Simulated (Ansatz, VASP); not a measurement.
Two plane-wave programs on ZnCu

INCAR

```
SYSTEM = ZnCu
PREC = Accurate
ENCUT = 600
EDIFF = 1E-6
ISMEAR = 0
SIGMA = 0.1
LREAL = .FALSE.
LASPH = .TRUE.
NELM = 100
ALGO = Normal
ISIF = 3
LWAVE = .FALSE.
LCHARG = .FALSE.
GGA = PE
IBRION = 2
NSW = 90
EDIFFG = -0.04
```

The input KPOINTS:

```
regular mesh
0
G
  6 6 6
  0 0 0
```

POSCAR

```
ZnCu
1.0
    1.7056541416     -4.4938820729      0.0000000000
    1.7056541416      4.4938820729      0.0000000000
    0.0000000000      0.0000000000      3.3968075041
Zn Cu
2 2
Direct
    0.3544000000      0.6456000000      0.7500000000
    0.6456000000      0.3544000000      0.2500000000
    0.0776000000      0.9224000000      0.7500000000
    0.9224000000      0.0776000000      0.2500000000
```

Input for Ansatz:

```yaml
crystal:
  lattice:
    - [1.7056541416, -4.4938820729, 0.0]
    - [1.7056541416, 4.4938820729, 0.0]
    - [0.0, 0.0, 3.3968075041]
  atoms:
    - { symbol: Zn, position: [0.3544, 0.6456, 0.75] }
    - { symbol: Zn, position: [0.6456, 0.3544, 0.25] }
    - { symbol: Cu, position: [0.0776, 0.9224, 0.75] }
    - { symbol: Cu, position: [0.9224, 0.0776, 0.25] }
basis:
  ecutwfc: 420
kpoints:
  mp_grid: { grid: [6, 6, 6] }
hamiltonian:
  xc: pbe
scf:
  occupations: { method: gaussian, width: 0.1 }
  lower_state_search: "off"
output:
  forces: true
  stress: true
  eigenvalues: true
relax:
  adjacent_minimum: "off"
  f_tol: 0.04
  max_steps: 70
  cell: { stress_tol: 0.4 }
```

Alike in both runs: task relaxation of cell and atoms; functional PBE; k mesh 6 × 6 × 6; occupations gaussian, width 0.1 eV; no spin polarisation.

|  | VASP | Ansatz |
| --- | --- | --- |
| version | VASP 6.6.1 | Ansatz 0.2.0 |
| potentials or method | VASP PAW PBE potentials, release 64 (Zn, Cu), cutoff 600 eV | scalar-relativistic, plane waves, PAW |
| valence electrons in the cell | 46 | 62 |

Ansatz gave:

| Property | Result |
| --- | --- |
| gap on the k mesh at the Fermi level, each at its own relaxed structure (eV) | none |
| relaxed volume (Å³/atom) | 13.22 |
| relaxed cell length with the largest relative difference (Å) | 5.116 |

**Question.** Which values does VASP return?

**Answer.** gap on the k mesh at the Fermi level, each at its own relaxed structure (eV): none; relaxed volume (Å³/atom): 13.28; relaxed cell length with the largest relative difference (Å): 5.133.

A gap of «none» marks a metal or a gap that the smearing closes. VASP's potentials hold 46 valence electrons a cell and Ansatz's 62, so a difference there can come from the potentials and not from the codes.
